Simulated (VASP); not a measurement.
# K (I4/mmm) in VASP: further runs

Runs on K. Level: PBEsol. Tasks: single point.

Everything below comes from runs of VASP 6.6.1. Logs are shortened: lines on timing, memory, paths and dates and some standing lists are left out, and cuts for length are marked.

## Step 1: The cell of the first run

The structure is tetragonal, space group I4/mmm (No. 139). Conventional cell: a = 5.105 Å, b = 5.105 Å, c = 5.498 Å, α = 90.00°, β = 90.00°, γ = 90.00°.

## Step 2: Single point, PBEsol (strain -0.025 along x and y, +0.050 along z)

Contents of INCAR:

```
SYSTEM = K
ALGO     = Fast           ! electronic algorithm
EDIFF    = 1E-6           ! SCF threshold, eV
ENCUT    = 520            ! plane-wave cutoff, eV
GGA      = PS             ! functional
ISIF     = 2              ! what is computed and relaxed
ISMEAR   = 0              ! smearing method
LASPH    = .TRUE.         ! aspherical terms in the spheres
LCHARG   = .TRUE.         ! write CHGCAR
LELF     = .TRUE.         ! ELF
LREAL    = .FALSE.        ! projectors in reciprocal space
LVHAR    = .TRUE.       
LWAVE    = .FALSE.        ! write WAVECAR
NBANDS   = 10             ! bands
NELM     = 60             ! most SCF steps
PREC     = Accurate       ! precision mode
SIGMA    = 0.15           ! smearing width, eV
```

Contents of KPOINTS:

```
k-points
0
G
  14 14 14
  0 0 0
```

Contents of POSCAR:

```
K
1.0
   -2.5525500000      2.5525500000      2.7489000000
    2.5525500000     -2.5525500000      2.7489000000
    2.5525500000      2.5525500000     -2.7489000000
K
1
Direct
    0.0000000000      0.0000000000      0.0000000000
```

Potentials or basis: VASP PAW PBE potentials, release 64 (K_sv).

Run with:

```bash
cat potpaw_PBE.64/K_sv/POTCAR > POTCAR
mpirun -np 1 vasp_std > vasp.out
```

OUTCAR:

```text
SYSTEM = K
   EDIFF = 1E-6
   ENCUT = 520
   GGA = PS
   ISIF = 2
   ISMEAR = 0
   LASPH = .TRUE.
   LREAL = .FALSE.
   NELM = 60
   PREC = Accurate

 ion  position               nearest neighbor table
   1  0.000  0.000  0.000-

  LATTYP: Found a body centered tetragonal cell.
 ALAT       =     5.1051000000
 C/A-ratio  =     1.0769230769

  Lattice vectors:

 A1 = (  -2.5525500000,   2.5525500000,   2.7489000000)
 A2 = (   2.5525500000,  -2.5525500000,   2.7489000000)
 A3 = (   2.5525500000,   2.5525500000,  -2.7489000000)

Analysis of symmetry for initial positions (statically):
=====================================================================
 Subroutine PRICEL returns:
 Original cell was already a primitive cell.

 Routine SETGRP: Setting up the symmetry group for a
 body centered tetragonal supercell.

 Subroutine GETGRP returns: Found 16 space group operations
 (whereof 16 operations were pure point group operations)
 out of a pool of 16 trial point group operations.

The static configuration has the point symmetry D_4h.

Analysis of symmetry for dynamics (positions and initial velocities):
=====================================================================
 Subroutine PRICEL returns:
 Original cell was already a primitive cell.

 Routine SETGRP: Setting up the symmetry group for a
 body centered tetragonal supercell.

 Subroutine GETGRP returns: Found 16 space group operations
 (whereof 16 operations were pure point group operations)
 out of a pool of 16 trial point group operations.

The dynamic configuration has the point symmetry D_4h.

 Subroutine INISYM returns: Found 16 space group operations
 (whereof 16 operations are pure point group operations),
 and found     1 'primitive' translations

----------------------------------------------------------------------------------------

                                     Primitive cell

  volume of cell :      71.6420

  direct lattice vectors                    reciprocal lattice vectors
    -2.552550000  2.552550000  2.748900000     0.000000000  0.195882549  0.181890938
     2.552550000 -2.552550000  2.748900000     0.195882549  0.000000000  0.181890938
     2.552550000  2.552550000 -2.748900000     0.195882549  0.195882549  0.000000000

  length of vectors
     4.537342197  4.537342197  4.537342197     0.267309346  0.267309346  0.277019757

  position of ions in fractional coordinates (direct lattice)
     0.000000000  0.000000000  0.000000000

  ion indices of the primitive-cell ions
   primitive index   ion index
                 1           1
[... 79 lines left out ...]
   ISYM   =      2    0-nonsym 1-usesym 2-fastsym
   POTIM  = 0.5000    time-step for ionic-motion
   TEBEG  =    0.0;   TEEND  =   0.0 temperature during run
   PSTRESS=    0.0 pullay stress
   NELECT =       9.0000    total number of electrons
   NUPDOWN=      -1.0000    fix difference up-down
   EMIN   =  10.00;   EMAX   =-10.00  energy-range for DOS
   EFERMI =   0.00;   METHOD = LEGACY
   ISMEAR =     0;   SIGMA  =   0.15  broadening in eV -4-tet -1-fermi 0-gaus
   EFERMI_NEDOS =   21; number of points for ismear=-14 and -15
   IALGO  =     68    algorithm
   IMIX   =      4    mixing-type and parameters
     AMIX     =   0.40;   BMIX     =  1.00
     AMIX_MAG =   1.60;   BMIX_MAG =  1.00
  volume/ion in A,a.u.               =      71.64       483.46
  Fermi-wavevector in a.u.,A,eV,Ry     =   0.819911  1.549406  9.146563  0.672253
  Thomas-Fermi vector in A             =   1.930799
   LORBIT       =      0    0 simple, 1 ext, 2 COOP (PROOUT), +10 PAW based schemes
   GGA     = PS    functional components
   LHFCALC =     F    Hartree Fock is set to
   AEXX    =    0.0000 exact exchange contribution
   IVDW    =     0    specifies the selected vdW correction
   LEPSILON=     F    determine dielectric tensor
   LRPA    =     F    only Hartree local field effects (RPA)
 non-spin polarized calculation
 RMM-DIIS sequential band-by-band and
 Gauss-broadening in eV      SIGMA  =   0.15
  energy-cutoff  :      520.00
  volume of cell :       71.64
 maximum number of plane-waves:      1963
 NGX is ok and might be reduce to    36
   NGX = 17   NGY = 17   NGZ = 17

 number of electron       9.0000001 magnetization

 Free energy of the ion-electron system (eV)
  ---------------------------------------------------
  ext. energy  EPLUGINS =         0.00000000
  ---------------------------------------------------
  free energy    TOTEN  =        -1.13726284 eV

  energy without entropy =       -1.12843415  energy(sigma->0) =       -1.13284850

 E-fermi :  -0.1106     XC(G=0):  -5.7621

 val. band max:       -0.1166163504   @ k =   0.3571   0.1429   0.0000
 cond. band min:      -0.1087345718   @ k =  -0.2857   0.4286   0.1429
 fundamental gap:      0.0078817786
 Fermi energy:        -0.1106193460

 k-point     1 :       0.0000    0.0000    0.0000
  band No.  band energies     occupation
      1     -32.0874      2.00000
      2     -15.5955      2.00000
      3     -15.5955      2.00000
      4     -15.5950      2.00000
      5      -2.3065      2.00000
      6       4.1085      0.00000
      7       4.1085      0.00000
      8       4.4642      0.00000
      9       4.9001      0.00000
     10       5.3788      0.00000
[... 287 lines left out ...]
 k-point    24 :       0.2857    0.1429    0.0000
  band No.  band energies     occupation
      1     -32.0833      2.00000
      2     -15.6550      2.00000
      3     -15.6180      2.00000
      4     -15.5988      2.00000
      5      -0.6869      2.00000
      6       1.8957      0.00000
      7       2.9603      0.00000
      8       4.7072      0.00000
      9       5.1812      0.00000
     10       5.6273      0.00000

 [... further k-points ...]

------------------------ aborting loop because EDIFF is reached ----------------------------------------

  FORCE on cell =-STRESS in cart. coord.  units (eV):
  Direction    XX          YY          ZZ          XY          YZ          ZX
  --------------------------------------------------------------------------------------
  -------------------------------------------------------------------------------------
  Total       -0.0149804     -0.0149804     -0.0267856      0.0000000      0.0000000      0.0000000
  in kB       -0.3350157     -0.3350157     -0.5990252      0.0000000      0.0000000      0.0000000
  external PRESSURE =      -0.4230188 kB  Pullay stress =       0.0000000 kB

 VOLUME and BASIS-vectors are now :
 -----------------------------------------------------------------------------
  energy-cutoff  :      520.00
  volume of cell :       71.64
      direct lattice vectors                 reciprocal lattice vectors
    -2.552550000  2.552550000  2.748900000     0.000000000  0.195882549  0.181890938
     2.552550000 -2.552550000  2.748900000     0.195882549  0.000000000  0.181890938
     2.552550000  2.552550000 -2.748900000     0.195882549  0.195882549  0.000000000

 POSITION                                       TOTAL-FORCE (eV/Angst)
 -----------------------------------------------------------------------------------
      0.00000      0.00000      0.00000        -0.000000      0.000000      0.000000
 -----------------------------------------------------------------------------------
    total drift:                               -0.000000      0.000000      0.000000

  FREE ENERGIE OF THE ION-ELECTRON SYSTEM (eV)
  ---------------------------------------------------
  free  energy   TOTEN  =        -1.1372628414 eV

  energy  without entropy=       -1.1284341535  energy(sigma->0) =       -1.13284850
```

OSZICAR:

```text
N       E                     dE             d eps       ncg     rms          rms(c)
DAV:   1     0.465910948639E+02    0.46591E+02   -0.36059E+03  4880   0.690E+02
DAV:   2     0.531505222269E+00   -0.46060E+02   -0.45346E+02  5246   0.193E+02
DAV:   3    -0.108426015338E+01   -0.16158E+01   -0.16104E+01  7660   0.287E+01
DAV:   4    -0.113865451369E+01   -0.54394E-01   -0.54237E-01  6752   0.430E+00
DAV:   5    -0.113958708020E+01   -0.93257E-03   -0.93229E-03  7514   0.445E-01    0.200E+00
RMM:   6    -0.113764942402E+01    0.19377E-02   -0.24866E-03  6594   0.359E-01    0.131E+00
RMM:   7    -0.113719255936E+01    0.45686E-03   -0.58372E-03  6997   0.481E-01    0.861E-02
RMM:   8    -0.113722796186E+01   -0.35402E-04   -0.91465E-04  7550   0.284E-01    0.320E-02
RMM:   9    -0.113725906545E+01   -0.31104E-04   -0.11961E-04  7895   0.754E-02    0.154E-02
RMM:  10    -0.113726102471E+01   -0.19593E-05   -0.43239E-05  8118   0.410E-02    0.653E-03
RMM:  11    -0.113726208307E+01   -0.10584E-05   -0.78372E-06  7794   0.164E-02    0.524E-03
RMM:  12    -0.113726284142E+01   -0.75834E-06   -0.27759E-06  6733   0.954E-03
   1 F= -.11372628E+01 E0= -.11328485E+01  d E =-.882869E-02
```

stdout:

```text
POSCAR found type information on POSCAR K
 POSCAR found :  1 types and       1 ions
 scaLAPACK will be used
 -----------------------------------------------------------------------------
|                                                                             |
|                                                                             |
|     You enforced a specific xc type in the INCAR file but a different       |
|     I HOPE YOU KNOW WHAT YOU ARE DOING!                                     |
|                                                                             |
 -----------------------------------------------------------------------------

 LDA part: xc-table for (Slater+PW92), standard interpolation
 POSCAR, INCAR and KPOINTS ok, starting setup
 FFT: planning ... GRIDC
 FFT: planning ... GRID_SOFT
 FFT: planning ... GRID
 WAVECAR not read
 entering main loop
WARNING in EDDRMM: call to ZHEGV failed, returncode =   8  4     10
WARNING in EDDRMM: call to ZHEGV failed, returncode =   8  4      8
```

Wall time 71 s (1 thread of Intel Xeon 6975P-C (Granite Rapids), shared host); peak memory 0.31 GiB.

What came out:

```
Free energy            : -1.1373 eV
Pressure               : 0.0 GPa
Band gap on the k mesh : zero (an odd number of electrons rules out a gap without spin polarisation)
```

Levels at points of the mesh, in eV from the Fermi level:
| k point | band 3 | band 4 | band 5 | band 6 | band 7 | band 8 |
| --- | --- | --- | --- | --- | --- | --- |
| (0.00, 0.00, 0.00) | -15.48 | -15.48 | -2.20 | 4.22 | 4.22 | 4.57 |
| (0.50, 0.00, 0.00) | -15.51 | -15.48 | 0.40 | 0.64 | 3.32 | 4.79 |
| (0.50, 0.50, 0.00) | -15.51 | -15.49 | 0.55 | 0.83 | 2.91 | 5.12 |
| (0.50, 0.50, 0.50) | -15.53 | -15.53 | 1.53 | 1.79 | 3.00 | 3.83 |

Caveat: the cell differs from its parent crystal (strain -0.025 along x and y, +0.050 along z); the PAW data sets were made with another functional, which shifts forces and pressure a little.

(Part 1 of 2 ends here.)
